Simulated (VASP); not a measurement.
# Sb in VASP: a series of runs

The runs below take Sb through single point, with PBE.

Everything below comes from runs of VASP 6.6.1. Logs are shortened: lines on timing, memory, paths and dates and some standing lists are left out, and cuts for length are marked.

### Step 1. The cell of the first run

It takes space group Pm-3m (No. 221, cubic). The conventional cell has a = 3.202 Å, b = 3.202 Å, c = 3.202 Å, α = 90.00°, β = 90.00°, γ = 90.00°. Within 4.2 Å of Sb (site symmetry m-3m) lie 6 Sb at 3.20 Å.

### Step 2. Single point, PBE (volume scaled by 1.04)

File INCAR:

```
SYSTEM = Sb
  ALGO = Normal
  EDIFF = 1E-7
  ENCUT = 520
  GGA = PE
  ISIF = 2
  ISMEAR = -1
  LASPH = .TRUE.
  LCHARG = .TRUE.
  LELF = .TRUE.
  LREAL = .FALSE.
  LVHAR = .TRUE.
  LWAVE = .FALSE.
  NBANDS = 8
  NELM = 60
  PREC = Accurate
  SIGMA = 0.05
```

File KPOINTS:

```
k-points
0
G
  13 13 13
  0 0 0
```

File POSCAR:

```
Sb
1.0
    3.2015837161      0.0000000000      0.0000000000
    0.0000000000      3.2015837161      0.0000000000
    0.0000000000      0.0000000000      3.2015837161
Sb
1
Direct
    0.0000000000      0.0000000000      0.0000000000
```

Potentials or basis: VASP PAW PBE potentials, release 64 (Sb).

Launch:

```console
cat potpaw_PBE.64/Sb/POTCAR > POTCAR
mpirun -np 1 vasp_std > vasp.out
```

OUTCAR:

```text
SYSTEM = Sb
   EDIFF = 1E-7
   ENCUT = 520
   GGA = PE
   ISIF = 2
   ISMEAR = -1
   LASPH = .TRUE.
   LREAL = .FALSE.
   NELM = 60
   PREC = Accurate

 ion  position               nearest neighbor table
   1  0.000  0.000  0.000-

  LATTYP: Found a simple cubic cell.
 ALAT       =     3.2015837161

  Lattice vectors:

 A1 = (   3.2015837161,   0.0000000000,   0.0000000000)
 A2 = (   0.0000000000,   3.2015837161,   0.0000000000)
 A3 = (   0.0000000000,   0.0000000000,   3.2015837161)

Analysis of symmetry for initial positions (statically):
=====================================================================
 Subroutine PRICEL returns:
 Original cell was already a primitive cell.

 Routine SETGRP: Setting up the symmetry group for a
 simple cubic supercell.

 Subroutine GETGRP returns: Found 48 space group operations
 (whereof 48 operations were pure point group operations)
 out of a pool of 48 trial point group operations.

The static configuration has the point symmetry O_h .

Analysis of symmetry for dynamics (positions and initial velocities):
=====================================================================
 Subroutine PRICEL returns:
 Original cell was already a primitive cell.

 Routine SETGRP: Setting up the symmetry group for a
 simple cubic supercell.

 Subroutine GETGRP returns: Found 48 space group operations
 (whereof 48 operations were pure point group operations)
 out of a pool of 48 trial point group operations.

The dynamic configuration has the point symmetry O_h .

 Subroutine INISYM returns: Found 48 space group operations
 (whereof 48 operations are pure point group operations),
 and found     1 'primitive' translations

----------------------------------------------------------------------------------------

                                     Primitive cell

  volume of cell :      32.8167

  direct lattice vectors                    reciprocal lattice vectors
     3.201583716  0.000000000  0.000000000     0.312345417  0.000000000  0.000000000
     0.000000000  3.201583716  0.000000000     0.000000000  0.312345417  0.000000000
     0.000000000  0.000000000  3.201583716     0.000000000  0.000000000  0.312345417

  length of vectors
     3.201583716  3.201583716  3.201583716     0.312345417  0.312345417  0.312345417

  position of ions in fractional coordinates (direct lattice)
     0.000000000  0.000000000  0.000000000

  ion indices of the primitive-cell ions
   primitive index   ion index
                 1           1

----------------------------------------------------------------------------------------

 KPOINTS: k-points

Automatic generation of k-mesh.
 Grid dimensions read from file:
 generate k-points for:   13   13   13

 Generating k-lattice:

  Cartesian coordinates                     Fractional coordinates (reciprocal lattice)
     0.024026571  0.000000000  0.000000000     0.076923077  0.000000000  0.000000000
     0.000000000  0.024026571  0.000000000     0.000000000  0.076923077  0.000000000
     0.000000000  0.000000000  0.024026571     0.000000000  0.000000000  0.076923077

  Length of vectors
     0.024026571  0.024026571  0.024026571

  Shift w.r.t. Gamma in fractional coordinates (k-lattice)
     0.000000000  0.000000000  0.000000000

 Subroutine IBZKPT returns following result:
 ===========================================

 Found     84 irreducible k-points:

 Following reciprocal coordinates:
            Coordinates               Weight
  0.000000  0.000000  0.000000      1.000000
  0.076923  0.000000  0.000000      6.000000
  0.153846  0.000000  0.000000      6.000000
  0.230769  0.000000  0.000000      6.000000
  0.307692  0.000000  0.000000      6.000000
  0.384615  0.000000  0.000000      6.000000
[... 16 lines left out ...]
  0.307692  0.307692  0.000000     12.000000
  0.384615  0.307692  0.000000     24.000000
 [... further k-points ...]
   k-points           NKPTS =     84   k-points in BZ     NKDIM =     84   number of bands    NBANDS=      8
   number of dos      NEDOS =    301   number of ions     NIONS =      1
   total plane-waves  NPLWV =  13824
   dimension x,y,z NGX =    24 NGY =   24 NGZ =   24
   dimension x,y,z NGXF=    48 NGYF=   48 NGZF=   48
   ions per type =               1
   NGX,Y,Z   is equivalent  to a cutoff of  12.46, 12.46, 12.46 a.u.
   NGXF,Y,Z  is equivalent  to a cutoff of  24.92, 24.92, 24.92 a.u.
 SYSTEM =  Sb
   PREC   = accura    normal or accurate (medium, high low for compatibility)
   ISTART =      0    job   : 0-new  1-cont  2-samecut
   ICHARG =      2    charge: 1-file 2-atom 10-const
   ISPIN  =      1    spin polarized calculation?
   LNONCOLLINEAR =      F non collinear calculations
   LSORBIT =      F    spin-orbit coupling
   LASPH  =      T    aspherical Exc in radial PAW
   ENCUT  =  520.0 eV  38.22 Ry    6.18 a.u.   5.95  5.95  5.95*2*pi/ulx,y,z
   NELM   =     60;   NELMIN=  2; NELMDL= -5     # of ELM steps
   EDIFF  = 0.1E-06   stopping-criterion for ELM
   LREAL  =      F    real-space projection
   EDIFFG = 0.1E-05   stopping-criterion for IOM
   NSW    =      0    number of steps for IOM
   IBRION =     -1    ionic relax: 0-MD 1-quasi-New 2-CG
   NFREE  =      0    steps in history (QN), initial steepest desc. (CG)
   ISIF   =      2    stress and relaxation
   ISYM   =      2    0-nonsym 1-usesym 2-fastsym
   POTIM  = 0.5000    time-step for ionic-motion
   TEBEG  =    0.0;   TEEND  =   0.0 temperature during run
   PSTRESS=    0.0 pullay stress
   NELECT =       5.0000    total number of electrons
   NUPDOWN=      -1.0000    fix difference up-down
   EMIN   =  10.00;   EMAX   =-10.00  energy-range for DOS
   EFERMI =   0.00;   METHOD = LEGACY
   ISMEAR =    -1;   SIGMA  =   0.05  broadening in eV -4-tet -1-fermi 0-gaus
   EFERMI_NEDOS =   21; number of points for ismear=-14 and -15
   IALGO  =     38    algorithm
   IMIX   =      4    mixing-type and parameters
     AMIX     =   0.40;   BMIX     =  1.00
     AMIX_MAG =   1.60;   BMIX_MAG =  1.00
  volume/ion in A,a.u.               =      32.82       221.46
  Fermi-wavevector in a.u.,A,eV,Ry     =   0.874380  1.652338 10.402192  0.764540
  Thomas-Fermi vector in A             =   1.993902
   LORBIT       =      0    0 simple, 1 ext, 2 COOP (PROOUT), +10 PAW based schemes
   GGA     = PE    functional components
   LHFCALC =     F    Hartree Fock is set to
   AEXX    =    0.0000 exact exchange contribution
   IVDW    =     0    specifies the selected vdW correction
   LEPSILON=     F    determine dielectric tensor
   LRPA    =     F    only Hartree local field effects (RPA)
 non-spin polarized calculation
  energy-cutoff  :      520.00
  volume of cell :       32.82
 maximum number of plane-waves:       906
 NGX is ok and might be reduce to    24
   NGX = 11   NGY = 11   NGZ = 11

 number of electron       5.0000001 magnetization

 Free energy of the ion-electron system (eV)
  ---------------------------------------------------
  ext. energy  EPLUGINS =         0.00000000
  ---------------------------------------------------
  free energy    TOTEN  =        -4.06704558 eV

  energy without entropy =       -4.06390567  energy(sigma->0) =       -4.06547563

 E-fermi :   6.0326     XC(G=0):  -9.2231

 val. band max:        6.0108906500   @ k =   0.3846   0.3077   0.3077
 cond. band min:       6.0363274284   @ k =   0.3077   0.2308   0.1538
 fundamental gap:      0.0254367785
 Fermi energy:         6.0325507481

 k-point     1 :       0.0000    0.0000    0.0000
  band No.  band energies     occupation
      1      -5.7087      2.00000
      2       9.0086      0.00000
      3       9.0086      0.00000
      4       9.0086      0.00000
      5      12.8193      0.00000
      6      12.8193      0.00000
      7      13.6812      0.00000
      8      23.0711      0.00000

 k-point     2 :       0.0769    0.0000    0.0000
  band No.  band energies     occupation
      1      -5.6314      2.00000
      2       8.0631      0.00000
      3       9.0826      0.00000
      4       9.0826      0.00000
      5      12.8840      0.00000
      6      13.2993      0.00000
      7      14.3363      0.00000
      8      22.2928      0.00000

 k-point     3 :       0.1538    0.0000    0.0000
  band No.  band energies     occupation
      1      -5.4029      2.00000
      2       6.3631      0.00269
      3       9.2979      0.00000
      4       9.2979      0.00000
      5      13.0766      0.00000
      6      13.6316      0.00000
      7      16.2567      0.00000
      8      21.0165      0.00000

 k-point     4 :       0.2308    0.0000    0.0000
  band No.  band energies     occupation
      1      -5.0355      2.00000
      2       4.6504      2.00000
      3       9.6310      0.00000
      4       9.6310      0.00000
      5      13.3905      0.00000
      6      14.0163      0.00000
      7      18.3831      0.00000
      8      19.7452      0.00000

 k-point     5 :       0.3077    0.0000    0.0000
  band No.  band energies     occupation
      1      -4.5599      2.00000
      2       3.1145      2.00000
      3      10.0354      0.00000
      4      10.0354      0.00000
      5      13.8088      0.00000
      6      14.5379      0.00000
      7      18.6073      0.00000
      8      18.6073      0.00000

 k-point     6 :       0.3846    0.0000    0.0000
  band No.  band energies     occupation
      1      -4.0511      2.00000
      2       1.8811      2.00000
      3      10.4280      0.00000
      4      10.4280      0.00000
      5      14.2827      0.00000
      6      15.2091      0.00000
      7      17.7146      0.00000
      8      17.7146      0.00000

 k-point     7 :       0.4615    0.0000    0.0000
  band No.  band energies     occupation
      1      -3.6791      2.00000
      2       1.1423      2.00000
      3      10.6831      0.00000
      4      10.6831      0.00000
      5      14.6648      0.00000
      6      16.0170      0.00000
      7      17.1061      0.00000
      8      17.2064      0.00000

 k-point     8 :       0.0769    0.0769    0.0000
  band No.  band energies     occupation
      1      -5.5541      2.00000
      2       8.0912      0.00000
      3       8.1855      0.00000
      4       9.1568      0.00000
      5      13.1349      0.00000
      6      13.9770      0.00000
      7      14.5971      0.00000
      8      21.3214      0.00000

 k-point     9 :       0.1538    0.0769    0.0000
  band No.  band energies     occupation
      1      -5.3256      2.00000
      2       6.4367      0.00062
      3       8.3593      0.00000
      4       9.3721      0.00000
      5      13.3616      0.00000
      6      14.4456      0.00000
      7      16.3031      0.00000
      8      19.9050      0.00000

 k-point    10 :       0.2308    0.0769    0.0000
  band No.  band energies     occupation
      1      -4.9580      2.00000
      2       4.7250      2.00000
      3       8.7005      0.00000
      4       9.7054      0.00000
      5      13.6949      0.00000
      6      14.7698      0.00000
      7      18.0009      0.00000
      8      18.9807      0.00000
[... 78 lines left out ...]
 k-point    18 :       0.4615    0.1538    0.0000
  band No.  band energies     occupation
      1      -3.3686      2.00000
      2       1.4335      2.00000
      3       8.2085      0.00000
      4      10.9750      0.00000
      5      13.3157      0.00000
      6      15.6050      0.00000
      7      17.3383      0.00000
      8      17.4516      0.00000

 k-point    19 :       0.2308    0.2308    0.0000
  band No.  band energies     occupation
      1      -4.3603      2.00000
      2       5.1615      2.00000
      3       5.4373      1.99999
      4      10.2555      0.00000
      5      14.1183      0.00000
      6      15.0046      0.00000
      7      18.7591      0.00000
      8      19.4555      0.00000

 k-point    20 :       0.3077    0.2308    0.0000
  band No.  band energies     occupation
      1      -3.8823      2.00000
      2       3.7508      2.00000
      3       5.7515      1.99279
      4      10.6608      0.00000
      5      13.3460      0.00000
      6      14.9361      0.00000
      7      19.1178      0.00000
      8      19.2245      0.00000

 k-point    21 :       0.3846    0.2308    0.0000
  band No.  band energies     occupation
      1      -3.3696      2.00000
      2       2.5175      2.00000
      3       6.1992      0.06891
      4      11.0538      0.00000
      5      12.3378      0.00000
      6      15.4660      0.00000
      7      18.2466      0.00000
      8      18.5249      0.00000

 k-point    22 :       0.4615    0.2308    0.0000
  band No.  band energies     occupation
      1      -2.9932      2.00000
      2       1.7751      2.00000
      3       6.5116      0.00014
      4      11.3091      0.00000
      5      11.7280      0.00000
      6      16.0259      0.00000
      7      17.7312      0.00000
      8      17.7488      0.00000

 k-point    23 :       0.3077    0.3077    0.0000
  band No.  band energies     occupation
      1      -3.4015      2.00000
      2       4.0537      2.00000
      3       4.3468      2.00000
      4      11.0657      0.00000
      5      12.0360      0.00000
      6      15.3697      0.00000
      7      19.3606      0.00000
      8      19.6224      0.00000

 k-point    24 :       0.3846    0.3077    0.0000
  band No.  band energies     occupation
      1      -2.8839      2.00000
      2       2.9457      2.00000
      3       4.6590      2.00000
      4      10.9741      0.00000
      5      11.4575      0.00000
      6      15.9429      0.00000
      7      18.6224      0.00000
      8      19.0441      0.00000

 [... further k-points ...]

------------------------ aborting loop because EDIFF is reached ----------------------------------------

  FORCE on cell =-STRESS in cart. coord.  units (eV):
  Direction    XX          YY          ZZ          XY          YZ          ZX
  --------------------------------------------------------------------------------------
  -------------------------------------------------------------------------------------
  Total       -0.8416056     -0.8416056     -0.8416056     -0.0000000     -0.0000000      0.0000000
  in kB      -41.0889079    -41.0889079    -41.0889079     -0.0000000     -0.0000000      0.0000000
  external PRESSURE =     -41.0889079 kB  Pullay stress =       0.0000000 kB

 VOLUME and BASIS-vectors are now :
 -----------------------------------------------------------------------------
  energy-cutoff  :      520.00
  volume of cell :       32.82
      direct lattice vectors                 reciprocal lattice vectors
     3.201583716  0.000000000  0.000000000     0.312345417  0.000000000  0.000000000
     0.000000000  3.201583716  0.000000000     0.000000000  0.312345417  0.000000000
     0.000000000  0.000000000  3.201583716     0.000000000  0.000000000  0.312345417

 POSITION                                       TOTAL-FORCE (eV/Angst)
 -----------------------------------------------------------------------------------
      0.00000      0.00000      0.00000         0.000000      0.000000      0.000000
 -----------------------------------------------------------------------------------
    total drift:                               -0.000000      0.000000      0.000000

  FREE ENERGIE OF THE ION-ELECTRON SYSTEM (eV)
  ---------------------------------------------------
  free  energy   TOTEN  =        -4.0670455833 eV

  energy  without entropy=       -4.0639056667  energy(sigma->0) =       -4.06547563
```

Run time: 6 s. Hardware: 1 thread of Intel Xeon Platinum 8488C (Sapphire Rapids), shared host; peak memory 0.15 GiB.

Results:

```yaml
Free_energy: -4.0670 eV
Pressure: -4.1 GPa
```

Caveat: spin-orbit coupling is left out, which moves the levels of the heavy elements.

### Step 3. Single point, PBE (zz strain of -3 %)

File INCAR:

```
PREC     = Accurate       # precision mode
ENCUT    = 520            # plane-wave cutoff, eV
EDIFF    = 1E-6           # SCF threshold, eV
ISMEAR   = -1             # smearing method
SIGMA    = 0.05           # smearing width, eV
LREAL    = False          # projectors in reciprocal space
LASPH    = True           # aspherical terms in the spheres
NELM     = 80             # most SCF steps
ALGO     = Normal         # electronic algorithm
ISIF     = 2              # what is computed and relaxed
LWAVE    = False          # write WAVECAR
LCHARG   = True           # write CHGCAR
GGA      = PE             # functional
LELF     = True           # ELF
LVHAR    = True         
NBANDS   = 8              # bands
```

File KPOINTS:

```
regular mesh
0
Gamma
  13 13 13
```

File POSCAR:

```
Sb
1.0
    3.1600000000      0.0000000000      0.0000000000
    0.0000000000      3.1600000000      0.0000000000
    0.0000000000      0.0000000000      3.0652000000
Sb
1
Direct
    0.0000000000      0.0000000000      0.0000000000
```

Potentials or basis: VASP PAW PBE potentials, release 64 (Sb).

Launch:

```console
cat potpaw_PBE.64/Sb/POTCAR > POTCAR
mpirun -np 1 vasp_std > vasp.out
```

It took 33 s on 1 thread of Intel Xeon 8259CL, shared host; peak memory 0.17 GiB.

The run converged. Its results:

| Property | Result |
| --- | --- |
| Free energy | -4.0951 eV |
| Pressure | -1.0 GPa |

Stress tensor (GPa, compression positive):
```
-2.56  0.00  0.00
 0.00 -2.56  0.00
 0.00  0.00  2.20
```

Levels at points of the mesh, in eV from the Fermi level:
| k point | band 1 | band 2 | band 3 | band 4 | band 5 | band 6 | band 7 |
| --- | --- | --- | --- | --- | --- | --- | --- |
| (0.00, 0.00, 0.00) | -12.25 | 2.87 | 2.87 | 3.72 | 6.65 | 6.89 | 8.21 |

Caveat: the cell differs from its parent crystal (zz strain of -3 %); spin-orbit coupling is left out, which moves the levels of the heavy elements.
